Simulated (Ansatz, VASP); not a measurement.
# CuI in VASP and in Ansatz

```xyz
2
Lattice="0.0000 3.0825 3.0825 3.0825 0.0000 3.0825 3.0825 3.0825 0.0000" Properties=species:S:1:pos:R:3 pbc="T T T"
Cu    0.0000    0.0000    0.0000
I     1.5413    1.5413    1.5413
```

Change from the starting cell: hydrostatic strain +2.3%.

Alike in both runs: task single point; functional r2SCAN; k mesh 8 × 8 × 8; no spin polarisation.

|  | VASP | Ansatz |
| --- | --- | --- |
| version | VASP 6.6.1 | Ansatz 0.2.0 |
| potentials or method | VASP PAW PBE potentials, release 64 (Cu, I) | plane waves, PAW |
| plane-wave cutoff (eV) | 520 | 500 |
| occupations | gaussian, width 0.01 eV | fixed |
| valence electrons in the cell | 18 | 36 |

Ansatz gave:

- gap on the k mesh at the Fermi level (eV): 1.47
- pressure (GPa): -2.6

Problem. Estimate VASP's values.

Solution. gap on the k mesh at the Fermi level (eV): 1.48; pressure (GPa): -2.6.

VASP's potentials were made for PBE, not for r2SCAN. VASP's potentials hold 18 valence electrons a cell and Ansatz's 36, so a difference there can come from the potentials and not from the codes.

Neither program's run includes spin-orbit coupling.
